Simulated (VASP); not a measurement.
GaAs: single point with PBE

Crystal: GaAs.

```
Ga As
1.0
     0.00000    2.82685    2.82685
     2.82685    0.00000    2.82685
     2.82685    2.82685    0.00000
Ga As
1 1
Direct
  0.00000 0.00000 0.00000
  0.75000 0.75000 0.75000
```

```yaml
Program: VASP 6.6.1
Task: single point
Functional: PBE
Potentials_or_basis: VASP PAW PBE potentials, release 64 (Ga_d, As)
Cutoff: 520 eV
k_mesh: 6 × 6 × 6
Occupations: gaussian, width 0.1 eV
Spin: no spin polarisation
Dipole_correction: no
Further_INCAR_settings: ALGO = Normal; EDIFF = 1e-06; NBANDS = 16
```

```
Pressure               : 3.4 GPa
Band gap on the k mesh : 0.52 eV, direct
```

Levels at points of the mesh, in eV from the valence-band top:
```csv
k point,band 5,band 6,band 7,band 8,band 9,band 10,band 11,band 12,band 13,band 14
"(0.00, 0.00, 0.00)",-14.74,-12.73,0.00,0.00,0.00,0.52,3.72,3.72,3.72,7.58
"(0.50, 0.00, 0.00)",-14.74,-10.96,-6.64,-1.14,-1.14,1.00,4.63,4.63,7.75,10.40
"(0.50, 0.50, 0.00)",-14.73,-10.22,-6.82,-2.68,-2.68,1.46,1.65,10.16,10.16,10.98
```

Run time: 18 s on 1 thread of Intel(R) Xeon(R) Platinum 8259CL CPU @ 2.50GHz (Skylake/Cascade Lake), with other jobs on the host, peak memory 0.17 GiB.

A k mesh can miss the band edges. As with any semilocal functional, this PBE gap is likely too small.
